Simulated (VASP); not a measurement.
# P (R-3m) in VASP: further runs

Runs on P. Level: PBEsol+D3(BJ). Tasks: single point.

Program: VASP 6.6.1. These are calculated values, not measurements. Logs are shortened: lines on timing, memory, paths and dates and some standing lists are left out, and cuts for length are marked.

## Step 1: The cell of the first run

It takes space group R-3m (No. 166, trigonal). The conventional cell has a = 3.393 Å, b = 3.393 Å, c = 8.333 Å, α = 90.00°, β = 90.00°, γ = 120.00°. Within 3.1 Å of P (site symmetry 3m) lie 6 P at 2.32 to 2.49 Å.

## Step 2: Single point, PBEsol+D3(BJ)

INCAR

```
  PREC = Accurate
  ENCUT = 520
  EDIFF = 1E-6
  ISMEAR = 0
  SIGMA = 0.15
  LREAL = False
  LASPH = True
  NELM = 60
  ALGO = Normal
  ISIF = 2
  LWAVE = False
  LCHARG = False
  GGA = PS
  IVDW = 12
  NBANDS = 12
```

KPOINTS

```
Automatic mesh
0
Gamma
  24 24 24
```

POSCAR

```
P
1.0
    1.6966986841      0.9795894420      2.7775152918
   -1.6966986841      0.9795894420      2.7775152918
    0.0000000000     -1.9591788840      2.7775152918
P
2
Direct
    0.2412943680      0.2412943680      0.2412943680
    0.7587056320      0.7587056320      0.7587056320
```

Potentials or basis: VASP PAW PBE potentials, release 64 (P).

Launch:

```sh
> cat potpaw_PBE.64/P/POTCAR > POTCAR
> mpirun -np 1 vasp_std > vasp.out
```

OUTCAR:

```text
PREC = Accurate
   ENCUT = 520
   EDIFF = 1E-6
   ISMEAR = 0
   LREAL = False
   LASPH = True
   NELM = 60
   ISIF = 2
   GGA = PS
   IVDW = 12
 IVDW          = 12

 ion  position               nearest neighbor table
   1  0.241  0.241  0.241-   2 2.32   2 2.32   2 2.32   2 2.49   2 2.49   2 2.49
   2  0.759  0.759  0.759-   1 2.32   1 2.32   1 2.32   1 2.49   1 2.49   1 2.49

  LATTYP: Found a trigonal (rhomboedric) cell.
 ALAT       =     3.3989664746
 COS(alpha) =     0.5016371282

  Lattice vectors:

 A1 = (   1.6966986841,   0.9795894420,   2.7775152918)
 A2 = (  -1.6966986841,   0.9795894420,   2.7775152918)
 A3 = (   0.0000000000,  -1.9591788840,   2.7775152918)

Analysis of symmetry for initial positions (statically):
=====================================================================
 Subroutine PRICEL returns:
 Original cell was already a primitive cell.

 Routine SETGRP: Setting up the symmetry group for a
 trigonal (rhombohedral) supercell.

 Subroutine GETGRP returns: Found 12 space group operations
 (whereof 12 operations were pure point group operations)
 out of a pool of 12 trial point group operations.

The static configuration has the point symmetry D_3d.

Analysis of symmetry for dynamics (positions and initial velocities):
=====================================================================
 Subroutine PRICEL returns:
 Original cell was already a primitive cell.

 Routine SETGRP: Setting up the symmetry group for a
 trigonal (rhombohedral) supercell.

 Subroutine GETGRP returns: Found 12 space group operations
 (whereof 12 operations were pure point group operations)
 out of a pool of 12 trial point group operations.

The dynamic configuration has the point symmetry D_3d.

 Subroutine INISYM returns: Found 12 space group operations
 (whereof 12 operations are pure point group operations),
 and found     1 'primitive' translations

----------------------------------------------------------------------------------------

                                     Primitive cell

  volume of cell :      27.6985

  direct lattice vectors                    reciprocal lattice vectors
     1.696698684  0.979589442  2.777515292     0.294689920  0.170139305  0.120011340
    -1.696698684  0.979589442  2.777515292    -0.294689920  0.170139305  0.120011340
     0.000000000 -1.959178884  2.777515292     0.000000000 -0.340278610  0.120011340

  length of vectors
     3.398966475  3.398966475  3.398966475     0.360821637  0.360821637  0.360821637

  position of ions in fractional coordinates (direct lattice)
     0.241294368  0.241294368  0.241294368
     0.758705632  0.758705632  0.758705632

  ion indices of the primitive-cell ions
   primitive index   ion index
                 1           1
                 2           2

----------------------------------------------------------------------------------------

 KPOINTS: Automatic mesh

Automatic generation of k-mesh.
 Grid dimensions read from file:
 generate k-points for:   24   24   24

 Generating k-lattice:

  Cartesian coordinates                     Fractional coordinates (reciprocal lattice)
     0.012278747  0.007089138  0.005000473     0.041666667  0.000000000  0.000000000
    -0.012278747  0.007089138  0.005000473     0.000000000  0.041666667  0.000000000
     0.000000000 -0.014178275  0.005000473     0.000000000  0.000000000  0.041666667

  Length of vectors
     0.015034235  0.015034235  0.015034235

  Shift w.r.t. Gamma in fractional coordinates (k-lattice)
     0.000000000  0.000000000  0.000000000

 Subroutine IBZKPT returns following result:
 ===========================================

 Found   1313 irreducible k-points:

 Following reciprocal coordinates:
            Coordinates               Weight
  0.000000  0.000000  0.000000      1.000000
  0.041667  0.000000  0.000000      6.000000
  0.083333 -0.000000 -0.000000      6.000000
  0.125000  0.000000  0.000000      6.000000
  0.166667  0.000000 -0.000000      6.000000
  0.208333  0.000000  0.000000      6.000000
[... 16 lines left out ...]
  0.416667  0.041667  0.000000     12.000000
  0.458333  0.041667 -0.000000     12.000000
 [... further k-points ...]
   k-points           NKPTS =   1313   k-points in BZ     NKDIM =   1313   number of bands    NBANDS=     12
   number of dos      NEDOS =    301   number of ions     NIONS =      2
   total plane-waves  NPLWV =  21952
   dimension x,y,z NGX =    28 NGY =   28 NGZ =   28
   dimension x,y,z NGXF=    56 NGYF=   56 NGZF=   56
   ions per type =               2
   NGX,Y,Z   is equivalent  to a cutoff of  13.70, 13.70, 13.70 a.u.
   NGXF,Y,Z  is equivalent  to a cutoff of  27.39, 27.39, 27.39 a.u.
 SYSTEM =  unknown system
   PREC   = accura    normal or accurate (medium, high low for compatibility)
   ISTART =      0    job   : 0-new  1-cont  2-samecut
   ICHARG =      2    charge: 1-file 2-atom 10-const
   ISPIN  =      1    spin polarized calculation?
   LNONCOLLINEAR =      F non collinear calculations
   LSORBIT =      F    spin-orbit coupling
   LASPH  =      T    aspherical Exc in radial PAW
   ENCUT  =  520.0 eV  38.22 Ry    6.18 a.u.   6.32  6.32  6.32*2*pi/ulx,y,z
   NELM   =     60;   NELMIN=  2; NELMDL= -5     # of ELM steps
   EDIFF  = 0.1E-05   stopping-criterion for ELM
   LREAL  =      F    real-space projection
   EDIFFG = 0.1E-04   stopping-criterion for IOM
   NSW    =      0    number of steps for IOM
   IBRION =     -1    ionic relax: 0-MD 1-quasi-New 2-CG
   NFREE  =      0    steps in history (QN), initial steepest desc. (CG)
   ISIF   =      2    stress and relaxation
   ISYM   =      2    0-nonsym 1-usesym 2-fastsym
   POTIM  = 0.5000    time-step for ionic-motion
   TEBEG  =    0.0;   TEEND  =   0.0 temperature during run
   PSTRESS=    0.0 pullay stress
   NELECT =      10.0000    total number of electrons
   NUPDOWN=      -1.0000    fix difference up-down
   EMIN   =  10.00;   EMAX   =-10.00  energy-range for DOS
   EFERMI =   0.00;   METHOD = LEGACY
   ISMEAR =     0;   SIGMA  =   0.15  broadening in eV -4-tet -1-fermi 0-gaus
   EFERMI_NEDOS =   21; number of points for ismear=-14 and -15
   IALGO  =     38    algorithm
   IMIX   =      4    mixing-type and parameters
     AMIX     =   0.40;   BMIX     =  1.00
     AMIX_MAG =   1.60;   BMIX_MAG =  1.00
  volume/ion in A,a.u.               =      13.85        93.46
  Fermi-wavevector in a.u.,A,eV,Ry     =   1.165707  2.202866 18.488580  1.358872
  Thomas-Fermi vector in A             =   2.302229
   LORBIT       =      0    0 simple, 1 ext, 2 COOP (PROOUT), +10 PAW based schemes
   GGA     = PS    functional components
   LHFCALC =     F    Hartree Fock is set to
   AEXX    =    0.0000 exact exchange contribution
   IVDW    =    12    specifies the selected vdW correction
   LEPSILON=     F    determine dielectric tensor
   LRPA    =     F    only Hartree local field effects (RPA)
 non-spin polarized calculation
 Gauss-broadening in eV      SIGMA  =   0.15
  energy-cutoff  :      520.00
  volume of cell :       27.70
 maximum number of plane-waves:       758
 NGX is ok and might be reduce to    28
   NGX = 13   NGY = 13   NGZ = 13

 number of electron      10.0000001 magnetization

 Free energy of the ion-electron system (eV)
  ---------------------------------------------------
  ext. energy  EPLUGINS =         0.00000000
  ---------------------------------------------------
  free energy    TOTEN  =       -11.55024718 eV

  energy without entropy =      -11.54532191  energy(sigma->0) =      -11.54778454

 E-fermi :  10.5282     XC(G=0): -11.5875

 val. band max:       10.5265998987   @ k =  -0.4583   0.2083   0.1250
 cond. band min:      10.5305138462   @ k =   0.4583   0.2083   0.1667
 fundamental gap:      0.0039139475
 Fermi energy:        10.5281622190

 k-point     1 :       0.0000    0.0000    0.0000
  band No.  band energies     occupation
      1      -6.7405      2.00000
      2       8.0229      2.00000
      3       8.0229      2.00000
      4       8.1688      2.00000
      5       9.2963      2.00000
      6      14.0321      0.00000
      7      14.4947      0.00000
      8      14.4947      0.00000
      9      15.9002      0.00000
     10      15.9002      0.00000
     11      16.4470      0.00000
     12      17.2084      0.00000

 k-point     2 :       0.0417    0.0000    0.0000
  band No.  band energies     occupation
      1      -6.7095      2.00000
      2       7.5634      2.00000
      3       8.0128      2.00000
      4       8.1455      2.00000
      5       9.6646      2.00000
      6      14.0338      0.00000
      7      14.5033      0.00000
      8      14.5249      0.00000
      9      15.5174      0.00000
     10      15.7264      0.00000
     11      16.0936      0.00000
     12      17.7074      0.00000

 k-point     3 :       0.0833   -0.0000   -0.0000
  band No.  band energies     occupation
      1      -6.6166      2.00000
      2       6.6998      2.00000
      3       7.9852      2.00000
      4       8.1177      2.00000
      5      10.2097      1.99732
      6      13.9483      0.00000
      7      14.3029      0.00000
      8      14.6104      0.00000
      9      15.1776      0.00000
     10      15.2894      0.00000
     11      15.9212      0.00000
     12      18.6193      0.00000
[... 286 lines left out ...]
 k-point    23 :       0.4167    0.0417    0.0000
  band No.  band energies     occupation
      1      -3.8600      2.00000
      2      -0.5130      2.00000
      3       7.6364      2.00000
      4       8.2966      2.00000
      5       9.3201      2.00000
      6      10.5602      0.76271
      7      11.7621      0.00000
      8      12.7605      0.00000
      9      19.1248      0.00000
     10      20.7258      0.00000
     11      20.9254      0.00000
     12      24.6849      0.00000

 k-point    24 :       0.4583    0.0417   -0.0000
  band No.  band energies     occupation
      1      -3.2566      2.00000
      2      -1.3098      2.00000
      3       7.6875      2.00000
      4       8.3630      2.00000
      5       9.1387      2.00000
      6      10.2484      1.99165
      7      11.8818      0.00000
      8      12.4882      0.00000
      9      20.1277      0.00000
     10      21.7431      0.00000
     11      21.9141      0.00000
     12      23.6342      0.00000

 [... further k-points ...]

------------------------ aborting loop because EDIFF is reached ----------------------------------------

 Edisp (eV)   -0.81844

 E8    (eV) :    -0.4856

  FORCE on cell =-STRESS in cart. coord.  units (eV):
  Direction    XX          YY          ZZ          XY          YZ          ZX
  --------------------------------------------------------------------------------------
  -------------------------------------------------------------------------------------
  Total       0.03844     0.03844    -0.01667     0.00000     0.00000     0.00000
  in kB       2.22335     2.22335    -0.96411     0.00000     0.00000     0.00000
  external pressure =        1.16 kB  Pullay stress =        0.00 kB

 VOLUME and BASIS-vectors are now :
 -----------------------------------------------------------------------------
  energy-cutoff  :      520.00
  volume of cell :       27.70
      direct lattice vectors                 reciprocal lattice vectors
     1.696698684  0.979589442  2.777515292     0.294689920  0.170139305  0.120011340
    -1.696698684  0.979589442  2.777515292    -0.294689920  0.170139305  0.120011340
     0.000000000 -1.959178884  2.777515292     0.000000000 -0.340278610  0.120011340

 POSITION                                       TOTAL-FORCE (eV/Angst)
 -----------------------------------------------------------------------------------
      0.00000      0.00000      2.01060         0.000000     -0.000000      0.009420
      0.00000      0.00000      6.32195         0.000000      0.000000     -0.009420
 -----------------------------------------------------------------------------------
    total drift:                                0.000000     -0.000000      0.000000

  FREE ENERGIE OF THE ION-ELECTRON SYSTEM (eV)
  ---------------------------------------------------
  free  energy   TOTEN  =       -12.3686898471 eV

  energy  without entropy=      -12.3637645805  energy(sigma->0) =      -12.36622721
```

It took 4.7 min on 1 thread of Intel Xeon Platinum 8488C (Sapphire Rapids), shared host; peak memory 0.43 GiB.

Results:

- Free energy: -12.3687 eV
- Pressure: 0.1 GPa
- Largest force: 0.009 eV/Å
- Band gap on the k mesh: zero (bands 5 and 6 overlap by 2.12 eV)
- Dispersion energy per atom: -0.409 eV

Forces in eV/Å, atoms in the order of the input:
```
P    0.000  0.000  0.009
P    0.000  0.000 -0.009
```

Stress tensor (GPa, compression positive):
```
 0.22  0.00  0.00
 0.00  0.22  0.00
 0.00  0.00 -0.10
```

Caveat: the PAW data sets were made with another functional, which shifts forces and pressure a little.

(Continued in part 2 of 2.)
